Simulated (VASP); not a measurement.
PbS:

```
Pb S
1.0
     4.08970    0.00000    0.00000
    -2.04485    3.54178    0.00000
     0.00000    0.00000    3.78817
Pb S
1 1
Direct
  0.00000 0.00000 0.00000
  0.66667 0.33333 0.50000
```

- Program: VASP 6.6.1
- Task: relaxation of cell and atoms
- Functional: PBEsol
- Dispersion: D4
- Potentials or basis: VASP PAW PBE potentials, release 64 (Pb_d, S)
- Cutoff: 600 eV
- k mesh: 8 × 8 × 7
- Occupations: fermi-dirac, width 0.05 eV
- Spin: no spin polarisation

At the start: pressure -3.9 GPa; volume 27.44 Å³/atom.

How do energy, volume and symmetry change on relaxing?

Over 6 steps the energy falls by 29.1 meV/atom and the volume is 25.17 Å³/atom (-8.3 %); space group P-6m2 (No. 187, to 0.1 Å) before and after.

Step by step:
```tsv
step	energy change (eV)	largest force (eV/Å)	pressure (GPa)	volume (Å³)
1	0.0000	0.0000	-3.89	54.87
2	-0.0499	0.0000	1.24	49.75
3	-0.0539	0.0000	-0.03	50.76
4	-0.0568	0.0000	-0.03	50.58
5	-0.0580	0.0000	-0.01	50.27
6	-0.0582	0.0000	0.00	50.34
```

Final structure:
```
Pb S
1.0
     3.94272    0.00000    0.00000
    -1.97136    3.41450    0.00000
     0.00000    0.00000    3.73950
Pb S
1 1
Direct
  0.00000 0.00000 0.00000
  0.66667 0.33333 0.50000
```

Caveat: the PAW data sets were made with another functional, which shifts forces and pressure a little.
